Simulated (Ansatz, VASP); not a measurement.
**Two plane-wave programs on SiGe**

The input INCAR:

```
PREC = Accurate
ENCUT = 520
EDIFF = 1E-6
ISMEAR = 0
SIGMA = 0.03
LREAL = False
LASPH = True
NELM = 100
ALGO = Normal
ISIF = 2
LWAVE = False
LCHARG = True
LELF = True
LVHAR = True
NBANDS = 26
```

The input KPOINTS:

```
Automatic mesh
0
Gamma
  12 12 8
```

The input POSCAR:

```
SiGe
1.0
    3.9044512986      0.0000000000      0.0000000000
   -1.9522256493      3.3813540124      0.0000000000
    0.0000000000      0.0000000000      6.4507830000
Si Ge
2 2
Direct
    0.6666666667      0.3333333333      0.8746070000
    0.3333333333      0.6666666667      0.3746070000
    0.6666666667      0.3333333333      0.5003920000
    0.3333333333      0.6666666667      0.0003920000
```

Input for Ansatz:

```yaml
crystal:
  lattice:
    - [3.9044512986, 0.0, 0.0]
    - [-1.9522256493, 3.3813540124, 0.0]
    - [0.0, 0.0, 6.450783]
  atoms:
    - { symbol: Si, position: [0.6666666667, 0.3333333333, 0.874607] }
    - { symbol: Si, position: [0.3333333333, 0.6666666667, 0.374607] }
    - { symbol: Ge, position: [0.6666666667, 0.3333333333, 0.500392] }
    - { symbol: Ge, position: [0.3333333333, 0.6666666667, 0.000392] }
basis:
  ecutwfc: 420
kpoints:
  mp_grid: { grid: [12, 12, 8] }
hamiltonian:
  xc: lda
scf:
  occupations: { method: gaussian, width: 0.03 }
output:
  forces: true
  stress: true
  eigenvalues: true
  write_density: true
  write_potential: true
  elf: true
  volumetric_format: npy
```

Alike in both runs: task single point; functional LDA; k mesh 12 × 12 × 8; occupations gaussian, width 0.03 eV; no spin polarisation.

|  | VASP | Ansatz |
| --- | --- | --- |
| version | VASP 6.6.1 | Ansatz 0.2.0 |
| potentials or method | VASP PAW LDA potentials, release 64 (Si, Ge_d), cutoff 520 eV | scalar-relativistic, plane waves, PAW |
| valence electrons in the cell | 36 | 36 |

Ansatz gave:

```
gap on the k mesh at the Fermi level (eV) : 0.35
least direct gap on the mesh (eV)         : 0.35
pressure (GPa)                            : -2.1
```

Problem. Estimate VASP's values.

Solution. gap on the k mesh at the Fermi level (eV): 0.36; least direct gap on the mesh (eV): 0.37; pressure (GPa): -2.0.

LDA's correlation is that of Perdew and Zunger in VASP and of Perdew and Wang (1992) in Ansatz.
